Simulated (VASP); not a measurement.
# LiBr (Fm-3m) in VASP: further runs

The runs below take LiBr through single point, with PBEsol.

Program: VASP 6.6.1. These are calculated values, not measurements. Logs are shortened: lines on timing, memory, paths and dates and some standing lists are left out, and cuts for length are marked.

### 1 The cell of the first run

It takes space group Fm-3m (No. 225, cubic). The conventional cell has a = 4.928 Å, b = 4.928 Å, c = 4.928 Å, α = 90.00°, β = 90.00°, γ = 90.00°. Li (site symmetry m-3m) has 6 Br at 2.46 Å within 3.3 Å. Within 3.3 Å of Br (site symmetry m-3m) lie 6 Li at 2.46 Å.

### 2 Single point, PBEsol

INCAR

```
SYSTEM = LiBr
PREC = Accurate
ENCUT = 750
EDIFF = 1E-6
ISMEAR = 0
SIGMA = 0.01
LREAL = .False.
LASPH = .True.
NELM = 120
ALGO = Normal
ISIF = 2
LWAVE = .False.
LCHARG = .True.
GGA = PS
LELF = .True.
LVHAR = .True.
NBANDS = 12
GGA_COMPAT = .False.
```

KPOINTS

```
regular mesh
0
Gamma
  8 8 8
  0 0 0
```

POSCAR

```
LiBr
1.0
    2.4638116599      2.4638116599      0.0000000000
   -2.4638116599      2.4638116599      0.0000000000
    0.0000000000      2.4638116599      2.4638116599
Li Br
1 1
Direct
    0.0000000000      0.0000000000      0.0000000000
    0.5000000000      0.5000000000      0.0000000000
```

Potentials or basis: VASP PAW PBE potentials, release 64 (Li_sv, Br).

Command:

```
cat potpaw_PBE.64/Li_sv/POTCAR potpaw_PBE.64/Br/POTCAR > POTCAR
mpirun -np 1 vasp_std > vasp.out
```

OUTCAR:

```text
SYSTEM = LiBr
   PREC = Accurate
   ENCUT = 750
   EDIFF = 1E-6
   ISMEAR = 0
   LREAL = .False.
   LASPH = .True.
   NELM = 120
   ISIF = 2
   GGA = PS

 ion  position               nearest neighbor table
   1  0.000  0.000  0.000-   2 2.46   2 2.46   2 2.46   2 2.46   2 2.46   2 2.46
   2  0.500  0.500  0.000-   1 2.46   1 2.46   1 2.46   1 2.46   1 2.46   1 2.46

  LATTYP: Found a face centered cubic cell.
 ALAT       =     4.9276233198

  Lattice vectors:

 A1 = (   0.0000000000,   2.4638116599,   2.4638116599)
 A2 = (   2.4638116599,   0.0000000000,   2.4638116599)
 A3 = (   2.4638116599,   2.4638116599,   0.0000000000)

Analysis of symmetry for initial positions (statically):
=====================================================================
 Subroutine PRICEL returns:
 Original cell was already a primitive cell.

 Routine SETGRP: Setting up the symmetry group for a
 face centered cubic supercell.

 Subroutine GETGRP returns: Found 48 space group operations
 (whereof 48 operations were pure point group operations)
 out of a pool of 48 trial point group operations.

The static configuration has the point symmetry O_h .

Analysis of symmetry for dynamics (positions and initial velocities):
=====================================================================
 Subroutine PRICEL returns:
 Original cell was already a primitive cell.

 Routine SETGRP: Setting up the symmetry group for a
 face centered cubic supercell.

 Subroutine GETGRP returns: Found 48 space group operations
 (whereof 48 operations were pure point group operations)
 out of a pool of 48 trial point group operations.

The dynamic configuration has the point symmetry O_h .

 Subroutine INISYM returns: Found 48 space group operations
 (whereof 48 operations are pure point group operations),
 and found     1 'primitive' translations

----------------------------------------------------------------------------------------

                                     Primitive cell

  volume of cell :      29.9125

  direct lattice vectors                    reciprocal lattice vectors
     2.463811660  2.463811660  0.000000000     0.202937590  0.202937590 -0.202937590
    -2.463811660  2.463811660  0.000000000    -0.202937590  0.202937590 -0.202937590
     0.000000000  2.463811660  2.463811660     0.000000000  0.000000000  0.405875180

  length of vectors
     3.484355865  3.484355865  3.484355865     0.351498216  0.351498216  0.405875180

  position of ions in fractional coordinates (direct lattice)
     0.000000000  0.000000000  0.000000000
     0.500000000  0.500000000  0.000000000

  ion indices of the primitive-cell ions
   primitive index   ion index
                 1           1
                 2           2

----------------------------------------------------------------------------------------

 KPOINTS: regular mesh

Automatic generation of k-mesh.
 Grid dimensions read from file:
 generate k-points for:    8    8    8

 Generating k-lattice:

  Cartesian coordinates                     Fractional coordinates (reciprocal lattice)
     0.025367199  0.025367199 -0.025367199     0.125000000  0.000000000  0.000000000
    -0.025367199  0.025367199 -0.025367199     0.000000000  0.125000000  0.000000000
     0.000000000  0.000000000  0.050734397     0.000000000  0.000000000  0.125000000

  Length of vectors
     0.043937277  0.043937277  0.050734397

  Shift w.r.t. Gamma in fractional coordinates (k-lattice)
     0.000000000  0.000000000  0.000000000

 Subroutine IBZKPT returns following result:
 ===========================================

 Found     29 irreducible k-points:

 Following reciprocal coordinates:
            Coordinates               Weight
  0.000000  0.000000  0.000000      1.000000
  0.125000  0.000000  0.000000      8.000000
  0.250000  0.000000  0.000000      8.000000
  0.375000  0.000000  0.000000      8.000000
  0.500000  0.000000  0.000000      4.000000
  0.125000  0.125000  0.000000     12.000000
[... 16 lines left out ...]
  0.375000  0.250000  0.125000     48.000000
  0.500000  0.250000  0.125000     24.000000
 [... further k-points ...]
   k-points           NKPTS =     29   k-points in BZ     NKDIM =     29   number of bands    NBANDS=     12
   number of dos      NEDOS =    301   number of ions     NIONS =      2
   total plane-waves  NPLWV =  32768
   dimension x,y,z NGX =    32 NGY =   32 NGZ =   32
   dimension x,y,z NGXF=    64 NGYF=   64 NGZF=   64
   ions per type =               1   1
   NGX,Y,Z   is equivalent  to a cutoff of  15.27, 15.27, 15.27 a.u.
   NGXF,Y,Z  is equivalent  to a cutoff of  30.54, 30.54, 30.54 a.u.
 SYSTEM =  LiBr
   PREC   = accura    normal or accurate (medium, high low for compatibility)
   ISTART =      0    job   : 0-new  1-cont  2-samecut
   ICHARG =      2    charge: 1-file 2-atom 10-const
   ISPIN  =      1    spin polarized calculation?
   LNONCOLLINEAR =      F non collinear calculations
   LSORBIT =      F    spin-orbit coupling
   LASPH  =      T    aspherical Exc in radial PAW
   ENCUT  =  750.0 eV  55.12 Ry    7.42 a.u.   7.78  7.78  7.78*2*pi/ulx,y,z
   NELM   =    120;   NELMIN=  2; NELMDL= -5     # of ELM steps
   EDIFF  = 0.1E-05   stopping-criterion for ELM
   LREAL  =      F    real-space projection
   EDIFFG = 0.1E-04   stopping-criterion for IOM
   NSW    =      0    number of steps for IOM
   IBRION =     -1    ionic relax: 0-MD 1-quasi-New 2-CG
   NFREE  =      0    steps in history (QN), initial steepest desc. (CG)
   ISIF   =      2    stress and relaxation
   ISYM   =      2    0-nonsym 1-usesym 2-fastsym
   POTIM  = 0.5000    time-step for ionic-motion
   TEBEG  =    0.0;   TEEND  =   0.0 temperature during run
   PSTRESS=    0.0 pullay stress
   NELECT =      10.0000    total number of electrons
   NUPDOWN=      -1.0000    fix difference up-down
   EMIN   =  10.00;   EMAX   =-10.00  energy-range for DOS
   EFERMI =   0.00;   METHOD = LEGACY
   ISMEAR =     0;   SIGMA  =   0.01  broadening in eV -4-tet -1-fermi 0-gaus
   EFERMI_NEDOS =   21; number of points for ismear=-14 and -15
   IALGO  =     38    algorithm
   IMIX   =      4    mixing-type and parameters
     AMIX     =   0.40;   BMIX     =  1.00
     AMIX_MAG =   1.60;   BMIX_MAG =  1.00
  volume/ion in A,a.u.               =      14.96       100.93
  Fermi-wavevector in a.u.,A,eV,Ry     =   1.136207  2.147119 17.564653  1.290966
  Thomas-Fermi vector in A             =   2.272912
   LORBIT       =      0    0 simple, 1 ext, 2 COOP (PROOUT), +10 PAW based schemes
   GGA     = PS    functional components
   LHFCALC =     F    Hartree Fock is set to
   AEXX    =    0.0000 exact exchange contribution
   IVDW    =     0    specifies the selected vdW correction
   LEPSILON=     F    determine dielectric tensor
   LRPA    =     F    only Hartree local field effects (RPA)
 non-spin polarized calculation
 Gauss-broadening in eV      SIGMA  =   0.01
  energy-cutoff  :      750.00
  volume of cell :       29.91
 maximum number of plane-waves:      1411
   NGX = 15   NGY = 15   NGZ = 15

 number of electron      10.0000000 magnetization

 Free energy of the ion-electron system (eV)
  ---------------------------------------------------
  ext. energy  EPLUGINS =         0.00000000
  ---------------------------------------------------
  free energy    TOTEN  =        -6.57992159 eV

  energy without entropy =       -6.57992159  energy(sigma->0) =       -6.57992159

 E-fermi :   3.1630     XC(G=0): -10.0263

 val. band max:        3.0814584565   @ k =   0.1250   0.1250   0.0000
 cond. band min:       8.6387382136   @ k =   0.5000   0.0000   0.0000
 fundamental gap:      5.5572797571
 Fermi energy:         3.1629680641

 k-point     1 :       0.0000    0.0000    0.0000
  band No.  band energies     occupation
      1     -40.4358      2.00000
      2     -11.8889      2.00000
      3       3.0788      2.00000
      4       3.0788      2.00000
      5       3.0788      2.00000
      6       9.7522      0.00000
      7      13.5760      0.00000
      8      13.5760      0.00000
      9      13.5760      0.00000
     10      16.5716      0.00000
     11      16.5717      0.00000
     12      16.5717      0.00000

 k-point     2 :       0.1250    0.0000    0.0000
  band No.  band energies     occupation
      1     -40.4348      2.00000
      2     -11.7625      2.00000
      3       2.1554      2.00000
      4       2.9996      2.00000
      5       2.9996      2.00000
      6      10.1937      0.00000
      7      13.0433      0.00000
      8      13.6147      0.00000
      9      13.6147      0.00000
     10      14.9992      0.00000
     11      14.9992      0.00000
     12      16.9411      0.00000

 k-point     3 :       0.2500    0.0000    0.0000
  band No.  band energies     occupation
      1     -40.4324      2.00000
      2     -11.4294      2.00000
      3       0.4229      2.00000
      4       2.8263      2.00000
      5       2.8263      2.00000
      6       9.6963      0.00000
      7      12.3482      0.00000
      8      12.3482      0.00000
      9      14.3470      0.00000
     10      16.0405      0.00000
     11      16.0405      0.00000
     12      17.5499      0.00000
[... 286 lines left out ...]
 k-point    23 :       0.3750    0.2500    0.1250
  band No.  band energies     occupation
      1     -40.4287      2.00000
      2     -10.8008      2.00000
      3      -0.7856      2.00000
      4       0.8334      2.00000
      5       2.1361      2.00000
      6      10.6923      0.00000
      7      11.2108      0.00000
      8      12.6480      0.00000
      9      14.6610      0.00000
     10      17.4917      0.00000
     11      20.1175      0.00000
     12      20.8490      0.00000

 k-point    24 :       0.5000    0.2500    0.1250
  band No.  band energies     occupation
      1     -40.4279      2.00000
      2     -10.6427      2.00000
      3      -1.2051      2.00000
      4       0.6897      2.00000
      5       1.9752      2.00000
      6      10.4086      0.00000
      7      11.2014      0.00000
      8      12.9517      0.00000
      9      15.5726      0.00000
     10      17.8884      0.00000
     11      19.2134      0.00000
     12      21.7792      0.00000

 [... further k-points ...]
[... 5 lines left out ...]
  --------------------------------------------------------------------------------------
  -------------------------------------------------------------------------------------
  Total        2.8063443      2.8063443      2.8063443      0.0000000     -0.0000000      0.0000000
  in kB      150.3138551    150.3138551    150.3138551      0.0000000     -0.0000000      0.0000000
  external PRESSURE =     150.3138551 kB  Pullay stress =       0.0000000 kB

 VOLUME and BASIS-vectors are now :
 -----------------------------------------------------------------------------
  energy-cutoff  :      750.00
  volume of cell :       29.91
      direct lattice vectors                 reciprocal lattice vectors
     2.463811660  2.463811660  0.000000000     0.202937590  0.202937590 -0.202937590
    -2.463811660  2.463811660  0.000000000    -0.202937590  0.202937590 -0.202937590
     0.000000000  2.463811660  2.463811660     0.000000000  0.000000000  0.405875180

 POSITION                                       TOTAL-FORCE (eV/Angst)
 -----------------------------------------------------------------------------------
      0.00000      0.00000      0.00000         0.000000     -0.000000      0.000000
      0.00000      2.46381      0.00000        -0.000000      0.000000      0.000000
 -----------------------------------------------------------------------------------
    total drift:                                0.000000     -0.000000     -0.000000

  FREE ENERGIE OF THE ION-ELECTRON SYSTEM (eV)
  ---------------------------------------------------
  free  energy   TOTEN  =        -6.5799215899 eV

  energy  without entropy=       -6.5799215899  energy(sigma->0) =       -6.57992159
```

Wall time 8.8 s (1 thread of AMD EPYC 9R45 (Zen 5), shared host); peak memory 0.15 GiB.

What came out:

```
Free energy            : -6.5799 eV
Pressure               : 15.0 GPa
Band gap on the k mesh : 5.56 eV, indirect (least direct gap 6.02 eV)
```

Levels at points of the mesh, in eV from the valence-band top:
```csv
k point,band 3,band 4,band 5,band 6,band 7,band 8
"(0.00, 0.00, 0.00)",0.00,0.00,0.00,6.67,10.49,10.49
"(0.50, 0.00, 0.00)",-4.65,-0.46,-0.46,5.56,7.86,7.86
"(0.50, 0.50, 0.00)",-4.85,-2.01,-2.01,6.13,6.58,14.66
```

Caveat: the PAW data sets were made with another functional, which shifts forces and pressure a little. A hybrid or GW would open this gap; PBEsol tends to underestimate it.

(Continued in part 2 of 3.)
